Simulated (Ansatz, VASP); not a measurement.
## Two plane-wave programs on MgI2

Contents of INCAR:

```
PREC = Accurate
ENCUT = 520
EDIFF = 1E-8
ISMEAR = -1
SIGMA = 0.03
LREAL = F
LASPH = T
NELM = 80
ALGO = Normal
ISIF = 2
LWAVE = F
LCHARG = F
GGA = PE
LEFG = T
NBANDS = 15
```

File KPOINTS:

```
Automatic mesh
0
Gamma
  7 7 4
```

File POSCAR:

```
MgI2
1.0
    4.1537001214      0.0000000000      0.0000000000
   -2.0768500607      3.5972098248      0.0000000000
    0.0000000000      0.0000000000      6.8620000000
Mg I
1 2
Direct
    0.0000000000      0.0000000000      0.0000000000
    0.3333333333      0.6666666667      0.7576300000
    0.6666666667      0.3333333333      0.2423700000
```

Input for Ansatz:

```yaml
crystal:
  lattice:
    - [4.1537001214, 0.0, 0.0]
    - [-2.0768500607, 3.5972098248, 0.0]
    - [0.0, 0.0, 6.862]
  atoms:
    - { symbol: Mg, position: [0.0, 0.0, 0.0] }
    - { symbol: I, position: [0.3333333333, 0.6666666667, 0.75763] }
    - { symbol: I, position: [0.6666666667, 0.3333333333, 0.24237] }
kpoints:
  mp_grid: { grid: [7, 7, 4] }
  band_path:
    path:
      - [0.0, 0.0, 0.0]
      - [0.5, 0.0, 0.0]
      - [0.3333333333, 0.3333333333, 0.0]
      - [0.0, 0.0, 0.0]
      - [0.0, 0.0, 0.5]
      - [0.5, 0.0, 0.5]
      - [0.3333333333, 0.3333333333, 0.5]
      - [0.0, 0.0, 0.5]
      - [0.5, 0.0, 0.5]
    npoints: 14
scf:
  occupations: { method: fermi_dirac, width: 0.03 }
hamiltonian:
  xc: pbe
  pseudopotentials: { kind: paw }
output:
  forces: true
  stress: true
  eigenvalues: true
  efg: { contact_densities: true }
  populations: true
  bader: true
  dos: { projected: true, de: 0.2, e_range: [-14, 8] }
  write_density: true
  write_potential: true
  elf: true
  volumetric_format: npy
```

Alike in both runs: task electric field gradients; functional PBE; k mesh 7 × 7 × 4; occupations fermi-dirac, width 0.03 eV; no spin polarisation.

|  | VASP | Ansatz |
| --- | --- | --- |
| version | VASP 6.6.1 | Ansatz 0.2.0 |
| potentials or method | VASP PAW PBE potentials, release 64 (Mg, I) | PAW with Ansatz's default frozen-core files, scalar-relativistic |
| plane-wave cutoff (eV) | 520 | 420 |
| valence electrons in the cell | 16 | 44 |

Ansatz gave:

- gap on the k mesh at the Fermi level (eV): 3.54
- pressure (GPa): 1.3
- traceless stress, the component that is largest in VASP (GPa): 0.17
- rms of the force components (eV/Å): 0.018
- size of Vzz on the site where it differs most (V/Å²): 50.3

Which values does VASP return?

gap on the k mesh at the Fermi level (eV): 3.52; pressure (GPa): 1.2; traceless stress, the component that is largest in VASP (GPa): 0.18; rms of the force components (eV/Å): 0.014; size of Vzz on the site where it differs most (V/Å²): 49.0.

Atom by atom the forces differ by 0.005 eV/Å (rms over components). VASP's potentials hold 16 valence electrons a cell and Ansatz's 44, so a difference there can come from the potentials and not from the codes.

Neither program's run includes spin-orbit coupling.
